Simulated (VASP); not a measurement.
# MoSe (Fm-3m) in VASP: notebook

MoSe is run at these levels: PBEsol; tasks: single point.

Program: VASP 6.6.1. These are calculated values, not measurements. Logs are shortened: lines on timing, memory, paths and dates and some standing lists are left out, and cuts for length are marked.

## 1. The cell of the first run

The structure is cubic, space group Fm-3m (No. 225). Conventional cell: a = 5.185 Å, b = 5.185 Å, c = 5.185 Å, α = 90.00°, β = 90.00°, γ = 90.00°. Mo (site symmetry m-3m) has 6 Se at 2.59 Å within 3.4 Å. Within 3.4 Å of Se (site symmetry m-3m) lie 6 Mo at 2.59 Å.

## 2. Single point, PBEsol, collinear spin (17.42 Å³/atom)

The input, INCAR:

```
PREC     = Accurate       # precision mode
ENCUT    = 500            # plane-wave cutoff, eV
EDIFF    = 1E-6           # SCF threshold, eV
ISMEAR   = 0              # smearing method
SIGMA    = 0.05           # smearing width, eV
LREAL    = False          # projectors in reciprocal space
LASPH    = True           # aspherical terms in the spheres
NELM     = 200            # most SCF steps
ALGO     = Normal         # electronic algorithm
ISIF     = 2              # what is computed and relaxed
LWAVE    = False          # write WAVECAR
LCHARG   = True           # write CHGCAR
ISPIN    = 2              # spin polarisation
MAGMOM   = 0.24 0         # initial moments
LORBIT   = 11             # projections on sites
LMAXMIX  = 4              # l up to which the mixer works
GGA      = PS             # functional
LELF     = True           # ELF
LVHAR    = True         
NBANDS   = 21             # bands
GGA_COMPAT= False
```

The input, KPOINTS:

```
regular mesh
0
Gamma
  10 10 10
```

The input, POSCAR:

```
MoSe
1.0
    0.0000000000      2.5924164109      2.5924164109
    2.5924164109      0.0000000000      2.5924164109
    2.5924164109      2.5924164109      0.0000000000
Mo Se
1 1
Direct
    0.5000000000      0.5000000000      0.5000000000
    0.0000000000      0.0000000000      0.0000000000
```

Potentials or basis: VASP PAW PBE potentials, release 64 (Mo_sv, Se).

Run with:

```
$ cat potpaw_PBE.64/Mo_sv/POTCAR potpaw_PBE.64/Se/POTCAR > POTCAR
$ mpirun -np 1 vasp_std > vasp.out
```

OUTCAR:

```text
PREC = Accurate
   ENCUT = 500
   EDIFF = 1E-6
   ISMEAR = 0
   LREAL = False
   LASPH = True
   NELM = 200
   ISIF = 2
   ISPIN = 2
   LORBIT = 11
   GGA = PS

 ion  position               nearest neighbor table
   1  0.500  0.500  0.500-   2 2.59   2 2.59   2 2.59   2 2.59   2 2.59   2 2.59
   2  0.000  0.000  0.000-   1 2.59   1 2.59   1 2.59   1 2.59   1 2.59   1 2.59

  LATTYP: Found a face centered cubic cell.
 ALAT       =     5.1848328218

  Lattice vectors:

 A1 = (   0.0000000000,   2.5924164109,   2.5924164109)
 A2 = (   2.5924164109,   0.0000000000,   2.5924164109)
 A3 = (   2.5924164109,   2.5924164109,   0.0000000000)

Analysis of symmetry for initial positions (statically):
=====================================================================
 Subroutine PRICEL returns:
 Original cell was already a primitive cell.

 Routine SETGRP: Setting up the symmetry group for a
 face centered cubic supercell.

 Subroutine GETGRP returns: Found 48 space group operations
 (whereof 48 operations were pure point group operations)
 out of a pool of 48 trial point group operations.

The static configuration has the point symmetry O_h .

Analysis of symmetry for dynamics (positions and initial velocities):
=====================================================================
 Subroutine PRICEL returns:
 Original cell was already a primitive cell.

 Routine SETGRP: Setting up the symmetry group for a
 face centered cubic supercell.

 Subroutine GETGRP returns: Found 48 space group operations
 (whereof 48 operations were pure point group operations)
 out of a pool of 48 trial point group operations.

The dynamic configuration has the point symmetry O_h .

Analysis of structural, dynamic, and magnetic symmetry:
=====================================================================
 Subroutine PRICEL returns:
 Original cell was already a primitive cell.

 Routine SETGRP: Setting up the symmetry group for a
 face centered cubic supercell.

 Subroutine GETGRP returns: Found 48 space group operations
 (whereof 48 operations were pure point group operations)
 out of a pool of 48 trial point group operations.

The overall configuration has the point symmetry O_h .

 Subroutine INISYM returns: Found 48 space group operations
 (whereof 48 operations are pure point group operations),
 and found     1 'primitive' translations

----------------------------------------------------------------------------------------

                                     Primitive cell

  volume of cell :      34.8453

  direct lattice vectors                    reciprocal lattice vectors
     0.000000000  2.592416411  2.592416411    -0.192870250  0.192870250  0.192870250
     2.592416411  0.000000000  2.592416411     0.192870250 -0.192870250  0.192870250
     2.592416411  2.592416411  0.000000000     0.192870250  0.192870250 -0.192870250

  length of vectors
     3.666230448  3.666230448  3.666230448     0.334061071  0.334061071  0.334061071

  position of ions in fractional coordinates (direct lattice)
     0.500000000  0.500000000  0.500000000
     0.000000000  0.000000000  0.000000000

  ion indices of the primitive-cell ions
   primitive index   ion index
                 1           1
                 2           2

----------------------------------------------------------------------------------------

 KPOINTS: regular mesh

Automatic generation of k-mesh.
 Grid dimensions read from file:
 generate k-points for:   10   10   10

 Generating k-lattice:

  Cartesian coordinates                     Fractional coordinates (reciprocal lattice)
    -0.019287025  0.019287025  0.019287025     0.100000000  0.000000000  0.000000000
     0.019287025 -0.019287025  0.019287025     0.000000000  0.100000000  0.000000000
     0.019287025  0.019287025 -0.019287025     0.000000000  0.000000000  0.100000000

  Length of vectors
     0.033406107  0.033406107  0.033406107

  Shift w.r.t. Gamma in fractional coordinates (k-lattice)
     0.000000000  0.000000000  0.000000000

 Subroutine IBZKPT returns following result:
 ===========================================

 Found     47 irreducible k-points:

 Following reciprocal coordinates:
            Coordinates               Weight
  0.000000  0.000000  0.000000      1.000000
  0.100000  0.000000  0.000000      8.000000
  0.200000  0.000000  0.000000      8.000000
  0.300000  0.000000  0.000000      8.000000
  0.400000  0.000000  0.000000      8.000000
  0.500000  0.000000  0.000000      4.000000
[... 16 lines left out ...]
  0.300000  0.300000  0.000000      6.000000
  0.400000  0.300000  0.000000     24.000000
 [... further k-points ...]
   k-points           NKPTS =     47   k-points in BZ     NKDIM =     47   number of bands    NBANDS=     21
   number of dos      NEDOS =    301   number of ions     NIONS =      2
   total plane-waves  NPLWV =  21952
   dimension x,y,z NGX =    28 NGY =   28 NGZ =   28
   dimension x,y,z NGXF=    56 NGYF=   56 NGZF=   56
[... 85 lines left out ...]
      2     -25.6657      1.00000
      3     -25.6540      1.00000
      4     -25.6540      1.00000
      5      -6.2124      1.00000
      6       6.2194      1.00000
[... 13 lines left out ...]
     20      24.0334      0.00000
     21      25.4685      0.00000

 k-point     3 :       0.2000    0.0000    0.0000
  band No.  band energies     occupation
      1     -51.5081      1.00000
      2     -25.6991      1.00000
      3     -25.6568      1.00000
      4     -25.6568      1.00000
      5      -5.8566      1.00000
      6       4.6164      1.00000
[... 13 lines left out ...]
     20      23.4388      0.00000
     21      26.5121      0.00000
[... 457 lines left out ...]
 k-point    23 :       0.3000    0.3000    0.0000
  band No.  band energies     occupation
      1     -51.5033      1.00000
      2     -25.7270      1.00000
      3     -25.6822      1.00000
      4     -25.6822      1.00000
      5      -5.3632      1.00000
      6       3.0827      1.00000
[... 13 lines left out ...]
     20      25.6074      0.00000
     21      28.0726      0.00000

 k-point    24 :       0.4000    0.3000    0.0000
  band No.  band energies     occupation
      1     -51.5016      1.00000
      2     -25.7437      1.00000
      3     -25.6904      1.00000
      4     -25.6868      1.00000
      5      -5.1723      1.00000
      6       3.0021      1.00000
[... 13 lines left out ...]
     20      26.6106      0.00000
     21      27.2258      0.00000

 [... further k-points ...]

 spin component 2

 k-point     1 :       0.0000    0.0000    0.0000
  band No.  band energies     occupation
      1     -51.3127      1.00000
      2     -25.4365      1.00000
      3     -25.4365      1.00000
      4     -25.4365      1.00000
      5      -6.3116      1.00000
      6       7.5144      1.00000
[... 13 lines left out ...]
     20      24.9123      0.00000
     21      24.9123      0.00000

 k-point     2 :       0.1000    0.0000    0.0000
  band No.  band energies     occupation
      1     -51.3119      1.00000
      2     -25.4494      1.00000
      3     -25.4376      1.00000
      4     -25.4376      1.00000
      5      -6.1852      1.00000
      6       6.2959      1.00000
[... 13 lines left out ...]
     20      24.1459      0.00000
     21      25.5950      0.00000

 k-point     3 :       0.2000    0.0000    0.0000
  band No.  band energies     occupation
      1     -51.3097      1.00000
      2     -25.4832      1.00000
      3     -25.4403      1.00000
      4     -25.4403      1.00000
      5      -5.8309      1.00000
      6       4.6856      1.00000
[... 13 lines left out ...]
     20      23.5325      0.00000
     21      26.6208      0.00000
[... 457 lines left out ...]
 k-point    23 :       0.3000    0.3000    0.0000
  band No.  band energies     occupation
      1     -51.3049      1.00000
      2     -25.5112      1.00000
      3     -25.4660      1.00000
      4     -25.4660      1.00000
      5      -5.3390      1.00000
      6       3.1428      1.00000
[... 13 lines left out ...]
     20      25.6747      0.00000
     21      28.1548      0.00000

 k-point    24 :       0.4000    0.3000    0.0000
  band No.  band energies     occupation
      1     -51.3031      1.00000
      2     -25.5281      1.00000
      3     -25.4742      1.00000
      4     -25.4706      1.00000
      5      -5.1486      1.00000
      6       3.0577      1.00000
[... 13 lines left out ...]
     20      26.6892      0.00000
     21      27.3028      0.00000

 [... further k-points ...]

------------------------ aborting loop because EDIFF is reached ----------------------------------------

  FORCE on cell =-STRESS in cart. coord.  units (eV):
  Direction    XX          YY          ZZ          XY          YZ          ZX
  --------------------------------------------------------------------------------------
  -------------------------------------------------------------------------------------
  Total       -0.5534080     -0.5534080     -0.5534080      0.0000000      0.0000000      0.0000000
  in kB      -25.4455428    -25.4455428    -25.4455428      0.0000000      0.0000000      0.0000000
  external PRESSURE =     -25.4455428 kB  Pullay stress =       0.0000000 kB

 VOLUME and BASIS-vectors are now :
 -----------------------------------------------------------------------------
  energy-cutoff  :      500.00
  volume of cell :       34.85
      direct lattice vectors                 reciprocal lattice vectors
     0.000000000  2.592416411  2.592416411    -0.192870250  0.192870250  0.192870250
     2.592416411  0.000000000  2.592416411     0.192870250 -0.192870250  0.192870250
     2.592416411  2.592416411  0.000000000     0.192870250  0.192870250 -0.192870250

 POSITION                                       TOTAL-FORCE (eV/Angst)
 -----------------------------------------------------------------------------------
      2.59242      2.59242      2.59242         0.000000      0.000000      0.000000
      0.00000      0.00000      0.00000        -0.000000     -0.000000     -0.000000
 -----------------------------------------------------------------------------------
    total drift:                                0.000000      0.000000      0.000000

  FREE ENERGIE OF THE ION-ELECTRON SYSTEM (eV)
  ---------------------------------------------------
  free  energy   TOTEN  =       -14.5881372052 eV

  energy  without entropy=      -14.5845899320  energy(sigma->0) =      -14.58636357

 total charge

# of ion       s       p       d       tot
------------------------------------------
    1        2.211   6.097   4.090  12.398
    2        1.430   2.388   0.129   3.947
--------------------------------------------------
tot          3.641   8.485   4.219  16.345

 magnetization (x)

# of ion       s       p       d       tot
------------------------------------------
    1        0.004   0.002   0.305   0.311
    2        0.001   0.004   0.002   0.007
--------------------------------------------------
tot          0.005   0.006   0.307   0.318
```

Wall time 2.5 min (1 thread of Intel Xeon 8259CL, shared host); peak memory 0.2 GiB.

What came out:

```
Free energy                                           : -14.5881 eV
Pressure                                              : -2.5 GPa
Net moment                                            : 0.35 μB per cell
Site moments                                          : Mo +0.31; Se +0.01 μB
Valence electrons inside the program's atomic spheres : Mo 12.40; Se 3.95
```

Levels at points of the mesh, in eV from the Fermi level:
Spin up:
| k point | band 6 | band 7 | band 8 | band 9 | band 10 | band 11 | band 12 | band 13 | band 14 | band 15 |
| --- | --- | --- | --- | --- | --- | --- | --- | --- | --- | --- |
| (0.00, 0.00, 0.00) | -2.29 | -2.29 | -2.29 | -2.16 | -2.16 | -2.16 | -1.73 | -1.73 | 2.75 | 7.85 |
| (0.50, 0.00, 0.00) | -8.13 | -5.73 | -5.73 | -0.21 | -0.21 | 0.47 | 2.45 | 4.81 | 4.81 | 6.27 |
| (0.50, 0.50, 0.00) | -6.40 | -3.86 | -3.86 | -3.81 | -0.85 | 0.41 | 0.41 | 1.36 | 2.68 | 9.67 |
Spin down:
```csv
k point,band 6,band 7,band 8,band 9,band 10,band 11,band 12,band 13,band 14,band 15
"(0.00, 0.00, 0.00)",-2.26,-2.26,-2.26,-1.95,-1.95,-1.95,-1.57,-1.57,2.83,7.90
"(0.50, 0.00, 0.00)",-8.06,-5.64,-5.64,0.03,0.03,0.70,2.50,4.94,4.94,6.34
"(0.50, 0.50, 0.00)",-6.37,-3.83,-3.83,-3.64,-0.68,0.67,0.67,1.52,2.81,9.80
```

Caveat: the PAW data sets were made with another functional, which shifts forces and pressure a little.

## 3. Single point, PBEsol, collinear spin (17.76 Å³/atom)

This run uses another cell than the first one, of 17.76 Å³/atom.

The input, INCAR:

```
ALGO = Normal
EDIFF = 1E-6
ENCUT = 500
GGA = PS
GGA_COMPAT = False
ISIF = 2
ISMEAR = 0
ISPIN = 2
LASPH = True
LCHARG = False
LMAXMIX = 4
LORBIT = 11
LREAL = False
LWAVE = False
MAGMOM = 0.3 0
NBANDS = 21
NELM = 200
PREC = Accurate
SIGMA = 0.05
```

The input, KPOINTS:

```
k-points
0
Gamma
  10 10 10
```

The input, POSCAR:

```
MoSe
1.0
    0.0000000000      2.6092507554      2.6092507554
    2.6092507554      0.0000000000      2.6092507554
    2.6092507554      2.6092507554      0.0000000000
Mo Se
1 1
Direct
    0.5000000000      0.5000000000      0.5000000000
    0.0000000000      0.0000000000      0.0000000000
```

Potentials or basis: VASP PAW PBE potentials, release 64 (Mo_sv, Se).

Run with:

```
$ cat potpaw_PBE.64/Mo_sv/POTCAR potpaw_PBE.64/Se/POTCAR > POTCAR
$ mpirun -np 1 vasp_std > vasp.out
```

Wall time 2.1 min (1 thread of Intel Xeon 8259CL, shared host); peak memory 0.21 GiB.

The run converged. Its results:

| Item | Value |
| --- | --- |
| Free energy | -14.5717 eV |
| Pressure | -5.2 GPa |
| Net moment | 0.40 μB per cell |
| Site moments | Mo +0.35; Se +0.01 μB |
| Valence electrons inside the program's atomic spheres | Mo 12.36; Se 3.93 |

Levels at points of the mesh, in eV from the Fermi level:
Spin up:
```tsv
k point	band 8	band 9	band 10	band 11	band 12	band 13
(0.00, 0.00, 0.00)	-2.28	-2.11	-2.11	-2.11	-1.69	-1.69
(0.50, 0.00, 0.00)	-5.63	-0.23	-0.23	0.42	2.44	4.66
(0.50, 0.50, 0.00)	-3.83	-3.71	-0.84	0.37	0.37	1.28
```
Spin down:
```tsv
k point	band 8	band 9	band 10	band 11	band 12	band 13
(0.00, 0.00, 0.00)	-2.25	-1.87	-1.87	-1.87	-1.51	-1.51
(0.50, 0.00, 0.00)	-5.54	0.05	0.05	0.68	2.50	4.79
(0.50, 0.50, 0.00)	-3.80	-3.51	-0.65	0.67	0.67	1.46
```

Caveat: the cell stands under tension; the PAW data sets were made with another functional, which shifts forces and pressure a little.

## 4. Single point, PBEsol, collinear spin (18.09 Å³/atom)

This run uses another cell than the first one, of 18.09 Å³/atom.

The input, INCAR:

```
SYSTEM = MoSe
PREC = Accurate ; ENCUT = 500
EDIFF = 1E-6 ; ISMEAR = 0
SIGMA = 0.05 ; LREAL = .False.
LASPH = .True. ; NELM = 200
ALGO = Normal ; ISIF = 2
LWAVE = .False. ; LCHARG = .False.
ISPIN = 2 ; MAGMOM = 1.83 0
LORBIT = 11 ; LMAXMIX = 4
GGA = PS ; NBANDS = 21
GGA_COMPAT = .False.
```

The input, KPOINTS:

```
regular mesh
0
Gamma
  10 10 10
  0 0 0
```

The input, POSCAR:

```
MoSe
1.0
    0.0000000000      2.6252673006      2.6252673006
    2.6252673006      0.0000000000      2.6252673006
    2.6252673006      2.6252673006      0.0000000000
Mo Se
1 1
Direct
    0.5000000000      0.5000000000      0.5000000000
    0.0000000000      0.0000000000      0.0000000000
```

Run with:

```
$ cat potpaw_PBE.64/Mo_sv/POTCAR potpaw_PBE.64/Se/POTCAR > POTCAR
$ mpirun -np 1 vasp_std > vasp.out
```

It took 2.5 min on 1 thread of Intel Xeon 8259CL, shared host; peak memory 0.21 GiB.

It converged, with:

```
Free energy                                           : -14.5458 eV
Pressure                                              : -7.4 GPa
Net moment                                            : 0.47 μB per cell
Site moments                                          : Mo +0.42; Se +0.01 μB
Valence electrons inside the program's atomic spheres : Mo 12.33; Se 3.91
```

Levels at points of the mesh, in eV from the Fermi level:
Spin up:
```csv
k point,band 6,band 7,band 8,band 9,band 10,band 11,band 12,band 13,band 14,band 15
"(0.00, 0.00, 0.00)",-2.27,-2.27,-2.27,-2.07,-2.07,-2.07,-1.66,-1.66,2.42,7.89
"(0.50, 0.00, 0.00)",-7.88,-5.54,-5.54,-0.25,-0.25,0.38,2.44,4.51,4.51,6.18
"(0.50, 0.50, 0.00)",-6.24,-3.79,-3.79,-3.62,-0.84,0.32,0.32,1.20,2.45,9.37
```
Spin down:
```
           k point  band 7  band 8  band 9  band 10  band 11  band 12  band 13  band 14
(0.00, 0.00, 0.00)   -2.24   -2.24   -1.78    -1.78    -1.78    -1.45    -1.45     2.53
(0.50, 0.00, 0.00)   -5.43   -5.43    0.08     0.08     0.69     2.51     4.67     4.67
(0.50, 0.50, 0.00)   -3.76   -3.76   -3.39    -0.61     0.68     0.68     1.42     2.62
```

Caveat: the cell stands under tension; the PAW data sets were made with another functional, which shifts forces and pressure a little.

## 5. Single point, PBEsol, collinear spin

This run uses another cell than the first one, of 19.03 Å³/atom.

The input, INCAR:

```
SYSTEM = MoSe
PREC = Accurate
ENCUT = 500
EDIFF = 1E-6
ISMEAR = 0
SIGMA = 0.05
LREAL = .FALSE.
LASPH = .TRUE.
NELM = 200
ALGO = Normal
ISIF = 2
LWAVE = .FALSE.
LCHARG = .TRUE.
ISPIN = 2
MAGMOM = 3 0
LORBIT = 11
LMAXMIX = 4
GGA = PS
LELF = .TRUE.
LVHAR = .TRUE.
NBANDS = 21
GGA_COMPAT = .FALSE.
```

The input, KPOINTS:

```
Automatic mesh
0
G
  10 10 10
  0 0 0
```

The input, POSCAR:

```
MoSe
1.0
    0.0000000000      2.6700000000      2.6700000000
    2.6700000000      0.0000000000      2.6700000000
    2.6700000000      2.6700000000      0.0000000000
Mo Se
1 1
Direct
    0.5000000000      0.5000000000      0.5000000000
    0.0000000000      0.0000000000      0.0000000000
```

Run with:

```
$ cat potpaw_PBE.64/Mo_sv/POTCAR potpaw_PBE.64/Se/POTCAR > POTCAR
$ mpirun -np 1 vasp_std > vasp.out
```

It took 2.1 min on 1 thread of Intel Xeon 8259CL, shared host; peak memory 0.2 GiB.

The run converged. Its results:

```yaml
Free_energy: -14.4683 eV
Pressure: -7.2 GPa
Net_moment: 2.13 μB per cell
Site_moments: Mo +1.89; Se -0.00 μB
Valence_electrons_inside_the_program's_atomic_spheres: Mo 12.28; Se 3.89
```

Levels at points of the mesh, in eV from the Fermi level:
Spin up:
```tsv
k point	band 9	band 10	band 11	band 12	band 13	band 14
(0.00, 0.00, 0.00)	-2.18	-2.18	-2.18	-1.76	-1.76	1.94
(0.50, 0.00, 0.00)	-0.60	-0.60	-0.01	2.39	4.04	4.04
(0.50, 0.50, 0.00)	-3.60	-1.02	-0.11	-0.11	0.82	2.03
```
Spin down:
| k point | band 7 | band 8 | band 9 | band 10 | band 11 | band 12 |
| --- | --- | --- | --- | --- | --- | --- |
| (0.00, 0.00, 0.00) | -2.11 | -2.11 | -0.93 | -0.93 | -0.93 | -0.78 |
| (0.50, 0.00, 0.00) | -4.88 | -4.88 | 0.90 | 0.90 | 1.38 | 2.75 |
| (0.50, 0.50, 0.00) | -3.52 | -3.52 | -2.52 | 0.02 | 1.51 | 1.51 |

Caveat: the cell stands under tension; the PAW data sets were made with another functional, which shifts forces and pressure a little.

## 6. The runs side by side

```tsv
cell	gap on the mesh (eV)	pressure (GPa)	moment (μB)
a = 3.666 Å, angles 60.0°, 2 atoms	none	-2.5	0.35
a = 3.690 Å, angles 60.0°, 2 atoms	none	-5.2	0.40
a = 3.713 Å, angles 60.0°, 2 atoms	none	-7.4	0.47
a = 3.776 Å, angles 60.0°, 2 atoms	none	-7.2	2.13
```

Alike in all rows: task single point; level PBEsol; potentials or basis VASP PAW PBE potentials, release 64 (Mo_sv, Se); spin collinear; k mesh 10 × 10 × 10; cutoff (eV) 500; smearing gaussian 0.05 eV.

Caveats: the PAW data sets were made with another functional, which shifts forces and pressure a little; the cell stands under tension (at least some runs).

Total energies depend on the potentials used, so only differences within one code and one set of settings carry meaning.
